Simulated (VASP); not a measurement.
# BiRh (P6_3/mmc) in VASP: notebook, part 2 of 2

VASP 6.6.1. The steps go on from the part before.

### 5 Single point, LDA (equal xx and yy strain of +2 %)

Input file INCAR:

```
SYSTEM = BiRh
PREC     = Accurate       ! precision mode
ENCUT    = 520            ! plane-wave cutoff, eV
EDIFF    = 1E-6           ! SCF threshold, eV
ISMEAR   = -1             ! smearing method
SIGMA    = 0.03           ! smearing width, eV
LREAL    = .False.        ! projectors in reciprocal space
LASPH    = .True.         ! aspherical terms in the spheres
NELM     = 60             ! most SCF steps
ALGO     = Normal         ! electronic algorithm
ISIF     = 2              ! what is computed and relaxed
LWAVE    = .False.        ! write WAVECAR
LCHARG   = .False.        ! write CHGCAR
NBANDS   = 38             ! bands
```

Input file KPOINTS:

```
regular mesh
0
Gamma
  12 12 7
  0 0 0
```

Input file POSCAR:

```
BiRh
1.0
    4.1758808820      0.0000000000      0.0000000000
   -2.0879404410      3.6164189269      0.0000000000
    0.0000000000      0.0000000000      5.6630000000
Bi Rh
2 2
Direct
    0.3333333333      0.6666666667      0.2500000000
    0.6666666667      0.3333333333      0.7500000000
    0.0000000000      0.0000000000      0.0000000000
    0.0000000000      0.0000000000      0.5000000000
```

Potentials or basis: VASP PAW LDA potentials, release 64 (Bi_d, Rh_pv).

Command:

```bash
$ cat potpaw_LDA.64/Bi_d/POTCAR potpaw_LDA.64/Rh_pv/POTCAR > POTCAR
$ mpirun -np 1 vasp_std > vasp.out
```

OUTCAR:

```text
SYSTEM = BiRh
   PREC = Accurate
   ENCUT = 520
   EDIFF = 1E-6
   ISMEAR = -1
   LREAL = .False.
   LASPH = .True.
   NELM = 60
   ISIF = 2

 ion  position               nearest neighbor table
   1  0.333  0.667  0.250-   3 2.80   4 2.80   3 2.80   4 2.80   3 2.80   4 2.80   2 3.72   2 3.72
                             2 3.72   2 3.72   2 3.72   2 3.72
   2  0.667  0.333  0.750-   3 2.80   4 2.80   3 2.80   4 2.80   3 2.80   4 2.80   1 3.72   1 3.72
                             1 3.72   1 3.72   1 3.72   1 3.72
   3  0.000  0.000  0.000-   1 2.80   2 2.80   1 2.80   2 2.80   2 2.80   1 2.80   4 2.83   4 2.83

   4  0.000  0.000  0.500-   1 2.80   2 2.80   1 2.80   2 2.80   2 2.80   1 2.80   3 2.83   3 2.83

  LATTYP: Found a hexagonal cell.
 ALAT       =     4.1758808820
 C/A-ratio  =     1.3561210581

  Lattice vectors:

 A1 = (   4.1758808820,   0.0000000000,   0.0000000000)
 A2 = (  -2.0879404410,   3.6164189269,   0.0000000000)
 A3 = (   0.0000000000,   0.0000000000,   5.6630000000)

Analysis of symmetry for initial positions (statically):
=====================================================================
 Subroutine PRICEL returns:
 Original cell was already a primitive cell.

 Routine SETGRP: Setting up the symmetry group for a
 hexagonal supercell.

 Subroutine GETGRP returns: Found 24 space group operations
 (whereof 12 operations were pure point group operations)
 out of a pool of 24 trial point group operations.

The static configuration has the point symmetry D_3d.
 The point group associated with its full space group is D_6h.

Analysis of symmetry for dynamics (positions and initial velocities):
=====================================================================
 Subroutine PRICEL returns:
 Original cell was already a primitive cell.

 Routine SETGRP: Setting up the symmetry group for a
 hexagonal supercell.

 Subroutine GETGRP returns: Found 24 space group operations
 (whereof 12 operations were pure point group operations)
 out of a pool of 24 trial point group operations.

The dynamic configuration has the point symmetry D_3d.
 The point group associated with its full space group is D_6h.

 Subroutine INISYM returns: Found 24 space group operations
 (whereof 12 operations are pure point group operations),
 and found     1 'primitive' translations

----------------------------------------------------------------------------------------

                                     Primitive cell

  volume of cell :      85.5211

  direct lattice vectors                    reciprocal lattice vectors
     4.175880882  0.000000000  0.000000000     0.239470432  0.138258319  0.000000000
    -2.087940441  3.616418927  0.000000000     0.000000000  0.276516637  0.000000000
     0.000000000  0.000000000  5.663000000     0.000000000  0.000000000  0.176584849

  length of vectors
     4.175880882  4.175880882  5.663000000     0.276516637  0.276516637  0.176584849

  position of ions in fractional coordinates (direct lattice)
     0.333333333  0.666666667  0.250000000
     0.666666667  0.333333333  0.750000000
     0.000000000  0.000000000  0.000000000
     0.000000000  0.000000000  0.500000000

  ion indices of the primitive-cell ions
   primitive index   ion index
                 1           1
                 2           2
                 3           3
                 4           4

----------------------------------------------------------------------------------------

 KPOINTS: regular mesh

Automatic generation of k-mesh.
 Grid dimensions read from file:
 generate k-points for:   12   12    7

 Generating k-lattice:

  Cartesian coordinates                     Fractional coordinates (reciprocal lattice)
     0.019955869  0.011521527  0.000000000     0.083333333  0.000000000  0.000000000
     0.000000000  0.023043053  0.000000000     0.000000000  0.083333333  0.000000000
     0.000000000  0.000000000  0.025226407     0.000000000  0.000000000  0.142857143

  Length of vectors
     0.023043053  0.023043053  0.025226407

  Shift w.r.t. Gamma in fractional coordinates (k-lattice)
     0.000000000  0.000000000  0.000000000

 Subroutine IBZKPT returns following result:
 ===========================================

 Found     76 irreducible k-points:

 Following reciprocal coordinates:
            Coordinates               Weight
  0.000000  0.000000  0.000000      1.000000
  0.083333  0.000000  0.000000      6.000000
  0.166667  0.000000  0.000000      6.000000
  0.250000  0.000000  0.000000      6.000000
  0.333333  0.000000  0.000000      6.000000
  0.416667  0.000000  0.000000      6.000000
[... 16 lines left out ...]
  0.250000  0.000000  0.142857     12.000000
  0.333333  0.000000  0.142857     12.000000
 [... further k-points ...]
   k-points           NKPTS =     76   k-points in BZ     NKDIM =     76   number of bands    NBANDS=     38
   number of dos      NEDOS =    301   number of ions     NIONS =      4
   total plane-waves  NPLWV =  43008
   dimension x,y,z NGX =    32 NGY =   32 NGZ =   42
   dimension x,y,z NGXF=    64 NGYF=   64 NGZF=   84
   ions per type =               2   2
   NGX,Y,Z   is equivalent  to a cutoff of  12.74, 12.74, 12.33 a.u.
   NGXF,Y,Z  is equivalent  to a cutoff of  25.48, 25.48, 24.66 a.u.
 SYSTEM =  BiRh
   PREC   = accura    normal or accurate (medium, high low for compatibility)
   ISTART =      0    job   : 0-new  1-cont  2-samecut
   ICHARG =      2    charge: 1-file 2-atom 10-const
   ISPIN  =      1    spin polarized calculation?
   LNONCOLLINEAR =      F non collinear calculations
   LSORBIT =      F    spin-orbit coupling
   LASPH  =      T    aspherical Exc in radial PAW
   ENCUT  =  520.0 eV  38.22 Ry    6.18 a.u.   7.76  7.76 10.53*2*pi/ulx,y,z
   NELM   =     60;   NELMIN=  2; NELMDL= -5     # of ELM steps
   EDIFF  = 0.1E-05   stopping-criterion for ELM
   LREAL  =      F    real-space projection
[... 7 lines left out ...]
   TEBEG  =    0.0;   TEEND  =   0.0 temperature during run
   PSTRESS=    0.0 pullay stress
   NELECT =      60.0000    total number of electrons
   NUPDOWN=      -1.0000    fix difference up-down
   EMIN   =  10.00;   EMAX   =-10.00  energy-range for DOS
   EFERMI =   0.00;   METHOD = LEGACY
   ISMEAR =    -1;   SIGMA  =   0.03  broadening in eV -4-tet -1-fermi 0-gaus
   EFERMI_NEDOS =   21; number of points for ismear=-14 and -15
   IALGO  =     38    algorithm
   IMIX   =      4    mixing-type and parameters
     AMIX     =   0.40;   BMIX     =  1.00
     AMIX_MAG =   1.60;   BMIX_MAG =  1.00
  volume/ion in A,a.u.               =      21.38       144.28
  Fermi-wavevector in a.u.,A,eV,Ry     =   1.454680  2.748946 28.791203  2.116094
  Thomas-Fermi vector in A             =   2.571803
   LORBIT       =      0    0 simple, 1 ext, 2 COOP (PROOUT), +10 PAW based schemes
   GGA     = CA    functional components
   LHFCALC =     F    Hartree Fock is set to
   AEXX    =    0.0000 exact exchange contribution
   IVDW    =     0    specifies the selected vdW correction
   LEPSILON=     F    determine dielectric tensor
   LRPA    =     F    only Hartree local field effects (RPA)
 non-spin polarized calculation
  energy-cutoff  :      520.00
  volume of cell :       85.52
 maximum number of plane-waves:      2327
 NGX is ok and might be reduce to    32
   NGX = 15   NGY = 15   NGZ = 21

 number of electron      59.9999996 magnetization

 Free energy of the ion-electron system (eV)
  ---------------------------------------------------
  ext. energy  EPLUGINS =         0.00000000
  ---------------------------------------------------
  free energy    TOTEN  =       -27.09822521 eV

  energy without entropy =      -27.08811656  energy(sigma->0) =      -27.09317088

 E-fermi :   9.1490     XC(G=0): -11.9206

 val. band max:        9.1282506670   @ k =   0.3333   0.0833   0.0000
 cond. band min:       9.1498686692   @ k =   0.1667   0.0000   0.4286
 fundamental gap:      0.0216180022
 Fermi energy:         9.1489883771

 k-point     1 :       0.0000    0.0000    0.0000
  band No.  band energies     occupation
      1     -36.6864      2.00000
      2     -36.4927      2.00000
      3     -36.4927      2.00000
      4     -36.4678      2.00000
      5     -36.4678      2.00000
      6     -36.4428      2.00000
[... 30 lines left out ...]
     37      15.8425      0.00000
     38      15.8425      0.00000
[... 941 lines left out ...]
     37      16.8043      0.00000
     38      17.0738      0.00000

 [... further k-points ...]

------------------------ aborting loop because EDIFF is reached ----------------------------------------

  FORCE on cell =-STRESS in cart. coord.  units (eV):
  Direction    XX          YY          ZZ          XY          YZ          ZX
  --------------------------------------------------------------------------------------
  -------------------------------------------------------------------------------------
  Total       -3.7973925     -3.7973925     -3.4462680      0.0000000      0.0000000     -0.0000000
  in kB      -71.1414440    -71.1414440    -64.5633756      0.0000000      0.0000000     -0.0000000
  external PRESSURE =     -68.9487545 kB  Pullay stress =       0.0000000 kB

 VOLUME and BASIS-vectors are now :
 -----------------------------------------------------------------------------
  energy-cutoff  :      520.00
  volume of cell :       85.52
      direct lattice vectors                 reciprocal lattice vectors
     4.175880882  0.000000000  0.000000000     0.239470432  0.138258319  0.000000000
    -2.087940441  3.616418927  0.000000000     0.000000000  0.276516637  0.000000000
     0.000000000  0.000000000  5.663000000     0.000000000  0.000000000  0.176584849

 POSITION                                       TOTAL-FORCE (eV/Angst)
 -----------------------------------------------------------------------------------
     -0.00000      2.41095      1.41575         0.000000     -0.000000     -0.000000
      2.08794      1.20547      4.24725        -0.000000      0.000000     -0.000000
      0.00000      0.00000      0.00000        -0.000000     -0.000000      0.000000
      0.00000      0.00000      2.83150        -0.000000     -0.000000      0.000000
 -----------------------------------------------------------------------------------
    total drift:                               -0.000000      0.000000      0.000000

  FREE ENERGIE OF THE ION-ELECTRON SYSTEM (eV)
  ---------------------------------------------------
  free  energy   TOTEN  =       -27.0982252071 eV

  energy  without entropy=      -27.0881165553  energy(sigma->0) =      -27.09317088
```

It took 86 s on 1 thread of AMD EPYC 9R45 (Zen 5), shared host; peak memory 0.28 GiB.

What came out:

```
Free energy            : -27.0982 eV
Pressure               : -6.9 GPa
Band gap on the k mesh : zero (bands 30 and 31 overlap by 2.30 eV)
```

Levels at points of the mesh, in eV from the Fermi level:
```csv
k point,band 27,band 28,band 29,band 30,band 31,band 32,band 33,band 34
"(0.00, 0.00, 0.00)",-0.82,-0.82,1.21,1.21,1.45,3.23,3.31,4.29
"(0.50, 0.00, 0.00)",-1.76,-1.51,-0.98,-0.90,-0.77,-0.06,2.85,5.06
```

Caveat: the cell differs from its parent crystal (equal xx and yy strain of +2 %); the cell stands under tension; spin-orbit coupling is left out, which moves the levels of the heavy elements.

### 6 Overview

```tsv
cell	gap on the mesh (eV)	pressure (GPa)
a = 4.012, b = 4.012, c = 5.663 Å, angles 90.0, 90.0, 120.0°, 4 atoms	none	3.4
a = 4.053, b = 4.053, c = 5.663 Å, angles 90.0, 90.0, 120.0°, 4 atoms	none	0.4
a = 4.135, b = 4.135, c = 5.663 Å, angles 90.0, 90.0, 120.0°, 4 atoms	none	-4.8
a = 4.176, b = 4.176, c = 5.663 Å, angles 90.0, 90.0, 120.0°, 4 atoms	none	-6.9
```

Alike in all rows: task single point; level LDA; potentials or basis VASP PAW LDA potentials, release 64 (Bi_d, Rh_pv); no spin polarisation; k mesh 12 × 12 × 7; cutoff (eV) 520; smearing fermi-dirac 0.03 eV.

Caveats: spin-orbit coupling is left out, which moves the levels of the heavy elements; the cell stands under tension (at least some runs); the cell stands under pressure (at least some runs).

Absolute energies hang on the potentials; compare differences alone.

The gap in the log of VASP goes by the Fermi energy; the results here count the filled bands.